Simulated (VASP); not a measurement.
# Al (P6_3/mmc) in VASP: notebook

The runs below take Al through single point, with PBE.

Program: VASP 6.6.1. These are calculated values, not measurements. Logs are shortened: lines on timing, memory, paths and dates and some standing lists are left out, and cuts for length are marked.

### Step 1. The cell of the first run

The structure is hexagonal, space group P6_3/mmc (No. 194). The conventional cell has a = 2.812 Å, b = 2.812 Å, c = 4.867 Å, α = 90.00°, β = 90.00°, γ = 120.00°. Within 3.7 Å of Al (site symmetry -6m2) lie 12 Al at 2.81 to 2.93 Å.

### Step 2. Single point, PBE

Input file INCAR:

```
SYSTEM = Al
ALGO = Normal ; EDIFF = 1E-6
ENCUT = 500 ; GGA = PE
GGA_COMPAT = .False. ; ISIF = 2
ISMEAR = 0 ; LASPH = .True.
LCHARG = .False. ; LREAL = .False.
LWAVE = .False. ; NBANDS = 10
NELM = 120 ; PREC = Accurate
SIGMA = 0.1
```

Input file KPOINTS:

```
k-points
0
Gamma
  6 6 4
  0 0 0
```

Input file POSCAR:

```
Al
1.0
    2.8124553515      0.0000000000      0.0000000000
   -1.4062276757      2.4356577814      0.0000000000
    0.0000000000      0.0000000000      4.8668500000
Al
2
Direct
    0.6666666700      0.3333333300      0.7500000000
    0.3333333300      0.6666666700      0.2500000000
```

Potentials or basis: VASP PAW PBE potentials, release 64 (Al).

On the command line:

```sh
$ cat potpaw_PBE.64/Al/POTCAR > POTCAR
$ mpirun -np 1 vasp_std > vasp.out
```

OUTCAR:

```text
SYSTEM = Al
   EDIFF = 1E-6
   ENCUT = 500
   GGA = PE
   ISIF = 2
   ISMEAR = 0
   LASPH = .True.
   LREAL = .False.
   NELM = 120
   PREC = Accurate

 ion  position               nearest neighbor table
   1  0.667  0.333  0.750-   2 2.93   2 2.93   2 2.93   2 2.93   2 2.93   2 2.93
   2  0.333  0.667  0.250-   1 2.93   1 2.93   1 2.93   1 2.93   1 2.93   1 2.93

  LATTYP: Found a hexagonal cell.
 ALAT       =     2.8124553515
 C/A-ratio  =     1.7304630267

  Lattice vectors:

 A1 = (   2.8124553515,   0.0000000000,   0.0000000000)
 A2 = (  -1.4062276757,   2.4356577814,   0.0000000000)
 A3 = (   0.0000000000,   0.0000000000,   4.8668500000)

Analysis of symmetry for initial positions (statically):
=====================================================================
 Subroutine PRICEL returns:
 Original cell was already a primitive cell.

 Routine SETGRP: Setting up the symmetry group for a
 hexagonal supercell.

 Subroutine GETGRP returns: Found 24 space group operations
 (whereof 12 operations were pure point group operations)
 out of a pool of 24 trial point group operations.

The static configuration has the point symmetry D_3d.
 The point group associated with its full space group is D_6h.

Analysis of symmetry for dynamics (positions and initial velocities):
=====================================================================
 Subroutine PRICEL returns:
 Original cell was already a primitive cell.

 Routine SETGRP: Setting up the symmetry group for a
 hexagonal supercell.

 Subroutine GETGRP returns: Found 24 space group operations
 (whereof 12 operations were pure point group operations)
 out of a pool of 24 trial point group operations.

The dynamic configuration has the point symmetry D_3d.
 The point group associated with its full space group is D_6h.

 Subroutine INISYM returns: Found 24 space group operations
 (whereof 12 operations are pure point group operations),
 and found     1 'primitive' translations

----------------------------------------------------------------------------------------

                                     Primitive cell

  volume of cell :      33.3388

  direct lattice vectors                    reciprocal lattice vectors
     2.812455352  0.000000000  0.000000000     0.355561200  0.205283355  0.000000000
    -1.406227676  2.435657781  0.000000000     0.000000000  0.410566709  0.000000000
     0.000000000  0.000000000  4.866850000     0.000000000  0.000000000  0.205471712

  length of vectors
     2.812455352  2.812455351  4.866850000     0.410566709  0.410566709  0.205471712

  position of ions in fractional coordinates (direct lattice)
     0.666666670  0.333333330  0.750000000
     0.333333330  0.666666670  0.250000000

  ion indices of the primitive-cell ions
   primitive index   ion index
                 1           1
                 2           2

----------------------------------------------------------------------------------------

 KPOINTS: k-points

Automatic generation of k-mesh.
 Grid dimensions read from file:
 generate k-points for:    6    6    4

 Generating k-lattice:

  Cartesian coordinates                     Fractional coordinates (reciprocal lattice)
     0.059260200  0.034213892  0.000000000     0.166666667  0.000000000  0.000000000
     0.000000000  0.068427785  0.000000000     0.000000000  0.166666667  0.000000000
     0.000000000  0.000000000  0.051367928     0.000000000  0.000000000  0.250000000

  Length of vectors
     0.068427785  0.068427785  0.051367928

  Shift w.r.t. Gamma in fractional coordinates (k-lattice)
     0.000000000  0.000000000  0.000000000

 Subroutine IBZKPT returns following result:
 ===========================================

 Found     21 irreducible k-points:

 Following reciprocal coordinates:
            Coordinates               Weight
  0.000000  0.000000  0.000000      1.000000
  0.166667 -0.000000  0.000000      6.000000
  0.333333 -0.000000  0.000000      6.000000
  0.500000 -0.000000  0.000000      3.000000
  0.166667  0.166667  0.000000      6.000000
  0.333333  0.166667  0.000000     12.000000
[... 13 lines left out ...]
  0.333333  0.166667  0.500000     12.000000
  0.333333  0.333333  0.500000      2.000000
   k-points           NKPTS =     21   k-points in BZ     NKDIM =     21   number of bands    NBANDS=     10
   number of dos      NEDOS =    301   number of ions     NIONS =      2
   total plane-waves  NPLWV =  20736
   dimension x,y,z NGX =    24 NGY =   24 NGZ =   36
   dimension x,y,z NGXF=    48 NGYF=   48 NGZF=   72
   ions per type =               2
   NGX,Y,Z   is equivalent  to a cutoff of  14.19, 14.19, 12.30 a.u.
   NGXF,Y,Z  is equivalent  to a cutoff of  28.37, 28.37, 24.59 a.u.
 SYSTEM =  Al
   PREC   = accura    normal or accurate (medium, high low for compatibility)
   ISTART =      0    job   : 0-new  1-cont  2-samecut
   ICHARG =      2    charge: 1-file 2-atom 10-const
   ISPIN  =      1    spin polarized calculation?
   LNONCOLLINEAR =      F non collinear calculations
   LSORBIT =      F    spin-orbit coupling
   LASPH  =      T    aspherical Exc in radial PAW
   ENCUT  =  500.0 eV  36.75 Ry    6.06 a.u.   5.13  5.13  8.87*2*pi/ulx,y,z
   NELM   =    120;   NELMIN=  2; NELMDL= -5     # of ELM steps
   EDIFF  = 0.1E-05   stopping-criterion for ELM
   LREAL  =      F    real-space projection
[... 7 lines left out ...]
   TEBEG  =    0.0;   TEEND  =   0.0 temperature during run
   PSTRESS=    0.0 pullay stress
   NELECT =       6.0000    total number of electrons
   NUPDOWN=      -1.0000    fix difference up-down
   EMIN   =  10.00;   EMAX   =-10.00  energy-range for DOS
   EFERMI =   0.00;   METHOD = LEGACY
   ISMEAR =     0;   SIGMA  =   0.10  broadening in eV -4-tet -1-fermi 0-gaus
   EFERMI_NEDOS =   21; number of points for ismear=-14 and -15
   IALGO  =     38    algorithm
   IMIX   =      4    mixing-type and parameters
     AMIX     =   0.40;   BMIX     =  1.00
     AMIX_MAG =   1.60;   BMIX_MAG =  1.00
  volume/ion in A,a.u.               =      16.67       112.49
  Fermi-wavevector in a.u.,A,eV,Ry     =   0.924291  1.746656 11.623640  0.854313
  Thomas-Fermi vector in A             =   2.050021
   LORBIT       =      0    0 simple, 1 ext, 2 COOP (PROOUT), +10 PAW based schemes
   GGA     = PE    functional components
   LHFCALC =     F    Hartree Fock is set to
   AEXX    =    0.0000 exact exchange contribution
   IVDW    =     0    specifies the selected vdW correction
   LEPSILON=     F    determine dielectric tensor
   LRPA    =     F    only Hartree local field effects (RPA)
 non-spin polarized calculation
 Gauss-broadening in eV      SIGMA  =   0.10
  energy-cutoff  :      500.00
  volume of cell :       33.34
 maximum number of plane-waves:       864
 NGX is ok and might be reduce to    24
   NGX = 11   NGY = 11   NGZ = 17

 number of electron       6.0000000 magnetization

 Free energy of the ion-electron system (eV)
  ---------------------------------------------------
  ext. energy  EPLUGINS =         0.00000000
  ---------------------------------------------------
  free energy    TOTEN  =        -7.44004051 eV

  energy without entropy =       -7.43389701  energy(sigma->0) =       -7.43696876

 E-fermi :   7.7675     XC(G=0): -10.1588

 val. band max:        7.7385831596   @ k =   0.3333  -0.0000   0.0000
 cond. band min:       7.8132199028   @ k =   0.3333  -0.0000   0.2500
 fundamental gap:      0.0746367433
 Fermi energy:         7.7674519628

 k-point     1 :       0.0000    0.0000    0.0000
  band No.  band energies     occupation
      1      -3.1751      2.00000
      2       2.8230      2.00000
      3       3.0674      2.00000
      4      19.0476      0.00000
      5      19.3272      0.00000
      6      19.3272      0.00000
      7      19.5509      0.00000
      8      19.5509      0.00000
      9      20.2746      0.00000
     10      22.6102      0.00000

 k-point     2 :       0.1667   -0.0000    0.0000
  band No.  band energies     occupation
      1      -2.4836      2.00000
      2       3.4982      2.00000
      3       3.7147      2.00000
      4      13.3694      0.00000
      5      16.4873      0.00000
      6      17.5037      0.00000
      7      18.7084      0.00000
      8      19.1120      0.00000
      9      20.9751      0.00000
     10      21.0121      0.00000

 k-point     3 :       0.3333   -0.0000    0.0000
  band No.  band energies     occupation
      1      -0.4301      2.00000
      2       5.3970      2.00000
      3       5.6542      2.00000
      4       7.7386      1.31692
      5      13.1145      0.00000
      6      13.4889      0.00000
      7      14.7246      0.00000
      8      16.3745      0.00000
      9      19.7384      0.00000
     10      20.4455      0.00000

 k-point     4 :       0.5000   -0.0000    0.0000
  band No.  band energies     occupation
      1       2.8665      2.00000
      2       2.9664      2.00000
      3       8.4969      0.00000
      4       8.5117      0.00000
      5       9.2241      0.00000
      6       9.3469      0.00000
      7      14.1390      0.00000
      8      15.6838      0.00000
      9      19.2234      0.00000
     10      19.7861      0.00000
[... 183 lines left out ...]
 k-point    19 :       0.1667    0.1667    0.5000
  band No.  band energies     occupation
      1       0.4197      2.00000
      2       0.4197      2.00000
      3      11.5770      0.00000
      4      11.5770      0.00000
      5      11.8562      0.00000
      6      11.8562      0.00000
      7      13.5178      0.00000
      8      13.5178      0.00000
      9      22.4977      0.00000
     10      22.4977      0.00000

 k-point    20 :       0.3333    0.1667    0.5000
  band No.  band energies     occupation
      1       3.0813      2.00000
      2       3.0813      2.00000
      3       7.0781      2.00000
      4       7.0781      2.00000
      5      10.9615      0.00000
      6      10.9615      0.00000
      7      14.9944      0.00000
      8      14.9944      0.00000
      9      18.6891      0.00000
     10      18.6891      0.00000

 k-point    21 :       0.3333    0.3333    0.5000
  band No.  band energies     occupation
      1       5.7498      2.00000
      2       5.7498      2.00000
      3       6.4150      2.00000
      4       6.4150      2.00000
      5       7.1609      2.00000
      6       7.1609      2.00000
      7      17.1078      0.00000
      8      17.1078      0.00000
      9      18.3828      0.00000
     10      18.3828      0.00000

------------------------ aborting loop because EDIFF is reached ----------------------------------------

  FORCE on cell =-STRESS in cart. coord.  units (eV):
  Direction    XX          YY          ZZ          XY          YZ          ZX
  --------------------------------------------------------------------------------------
  -------------------------------------------------------------------------------------
  Total        0.3527153      0.3527153     -0.2306297      0.0000000     -0.0000000      0.0000000
  in kB       16.9505980     16.9505980    -11.0834756      0.0000000     -0.0000000      0.0000000
  external PRESSURE =       7.6059068 kB  Pullay stress =       0.0000000 kB

 VOLUME and BASIS-vectors are now :
 -----------------------------------------------------------------------------
  energy-cutoff  :      500.00
  volume of cell :       33.34
      direct lattice vectors                 reciprocal lattice vectors
     2.812455352  0.000000000  0.000000000     0.355561200  0.205283355  0.000000000
    -1.406227676  2.435657781  0.000000000     0.000000000  0.410566709  0.000000000
     0.000000000  0.000000000  4.866850000     0.000000000  0.000000000  0.205471712

 POSITION                                       TOTAL-FORCE (eV/Angst)
 -----------------------------------------------------------------------------------
      1.40623      0.81189      3.65014         0.000000      0.000000      0.000000
     -0.00000      1.62377      1.21671        -0.000000      0.000000      0.000000
 -----------------------------------------------------------------------------------
    total drift:                                0.000000     -0.000000      0.000000

  FREE ENERGIE OF THE ION-ELECTRON SYSTEM (eV)
  ---------------------------------------------------
  free  energy   TOTEN  =        -7.4400405124 eV

  energy  without entropy=       -7.4338970112  energy(sigma->0) =       -7.43696876
```

It used 5.1 s of CPU time on 1 thread of Intel Xeon 6975P-C, with other jobs on the host.

Results:

```
Free energy            : -7.4400 eV
Pressure               : 0.8 GPa
Band gap on the k mesh : zero (band 3 reaches 11.58 eV, above the bottom of band 4 at 4.81 eV)
```

Caveat: the k points lie up to 0.43 Å⁻¹ apart.

### Step 3. Single point, PBE

INCAR is that of step 2.

Input file KPOINTS:

```
Automatic mesh
0
Gamma
  6 6 4
  0 0 0.5
```

Input file POSCAR:

```
Al
1.0
    2.8124553515      0.0000000000      0.0000000000
   -1.4062276757      2.4356577814      0.0000000000
    0.0000000000      0.0000000000      4.8668500000
Al
2
Direct
    0.9406666667      0.4073333333      1.5720000000
    0.6073333333      0.7406666667      1.0720000000
```

Potentials or basis: VASP PAW PBE potentials, release 64 (Al).

On the command line:

```sh
$ cat potpaw_PBE.64/Al/POTCAR > POTCAR
$ mpirun -np 1 vasp_std > vasp.out
```

It took 4.7 s on 1 thread of Intel Xeon 6975P-C, shared host; peak memory 0.14 GiB.

It converged, with:

```
Free energy            : -7.4635 eV
Pressure               : 0.7 GPa
Band gap on the k mesh : zero (band 3 reaches 9.93 eV, above the bottom of band 4 at 5.39 eV)
```

Stress tensor (GPa, compression positive):
```
 2.49  0.00  0.00
 0.00  2.49  0.00
 0.00  0.00 -2.96
```

Levels at points of the mesh, in eV from the Fermi level:
```csv
k point,band 1,band 2,band 3,band 4,band 5,band 6,band 7,band 8
"(0.00, 0.00, 0.12)",-10.94,-6.34,-3.33,9.34,11.54,11.54,11.77,11.77
```

Caveat: the k points lie up to 0.43 Å⁻¹ apart.

### Step 4. Single point, PBE, collinear spin

Input file INCAR:

```
SYSTEM = Al
PREC = Accurate
ENCUT = 500
EDIFF = 1E-6
ISMEAR = 0
SIGMA = 0.1
LREAL = .FALSE.
LASPH = .TRUE.
NELM = 200
ALGO = Normal
ISIF = 2
LWAVE = .FALSE.
LCHARG = .FALSE.
ISPIN = 2
MAGMOM = 2 0
LORBIT = 11
GGA = PE
ISYM = 0
NBANDS = 14
GGA_COMPAT = .FALSE.
```

Input file KPOINTS:

```
Automatic mesh
0
Gamma
  3 3 1
  0.5 0.5 0
```

Input file POSCAR:

```
Al
1.0
    2.8124553515      0.0000000000      0.0000000000
   -1.4062276757      2.4356577814      0.0000000000
    0.0000000000      0.0000000000      4.8668500000
Al
2
Direct
    0.6666666667      0.3333333333      0.7500000000
    0.3333333333      0.6666666667      0.2500000000
```

On the command line:

```sh
$ cat potpaw_PBE.64/Al/POTCAR > POTCAR
$ mpirun -np 1 vasp_std > vasp.out
```

Run time: 18 s. Hardware: 1 thread of Intel Xeon 6975P-C, shared host; peak memory 0.16 GiB.

Results (log left out):

* Free energy: -6.5758 eV
* Pressure: 2.9 GPa
* Net moment: 0.67 μB per cell
* Site moments: Al +0.07 μB
* Valence electrons inside the program's atomic spheres: Al 0.77

Stress tensor (GPa, compression positive):
```
-14.20   0.00   0.00
  0.00 -14.20   0.00
  0.00   0.00  36.99
```

Levels at points of the mesh, in eV from the Fermi level:
Spin up:
| k point | band 1 | band 2 | band 3 | band 4 | band 5 | band 6 | band 7 |
| --- | --- | --- | --- | --- | --- | --- | --- |
| (0.50, 0.50, 0.00) | -5.04 | -4.93 | 0.49 | 0.68 | 1.35 | 1.44 | 6.25 |
| (0.50, 0.00, 0.00) | -5.04 | -4.93 | 0.49 | 0.68 | 1.35 | 1.44 | 6.25 |
| (0.00, 0.50, 0.00) | -5.04 | -4.93 | 0.49 | 0.68 | 1.35 | 1.44 | 6.25 |
Spin down:
| k point | band 1 | band 2 | band 3 | band 4 | band 5 | band 6 |
| --- | --- | --- | --- | --- | --- | --- |
| (0.50, 0.50, 0.00) | -4.63 | -4.53 | 0.95 | 1.08 | 1.66 | 1.91 |
| (0.50, 0.00, 0.00) | -4.63 | -4.53 | 0.95 | 1.08 | 1.66 | 1.91 |
| (0.00, 0.50, 0.00) | -4.63 | -4.53 | 0.95 | 1.08 | 1.66 | 1.91 |

Caveat: the k points lie up to 1.29 Å⁻¹ apart.

### Step 5. Overview

| spin | k mesh | gap on the mesh (eV) | pressure (GPa) |
| --- | --- | --- | --- |
| off | 6 × 6 × 4 | none | 0.8 |
| off | 6 × 6 × 4, shifted | none | 0.7 |
| collinear | 3 × 3 × 1, shifted | none | 2.9 |

Alike in all rows: task single point; level PBE; potentials or basis VASP PAW PBE potentials, release 64 (Al); cell as given; cutoff (eV) 500; smearing gaussian 0.1 eV.

Caveats: all runs use coarse meshes.

Total energies depend on the potentials used, so only differences within one code and one set of settings carry meaning.
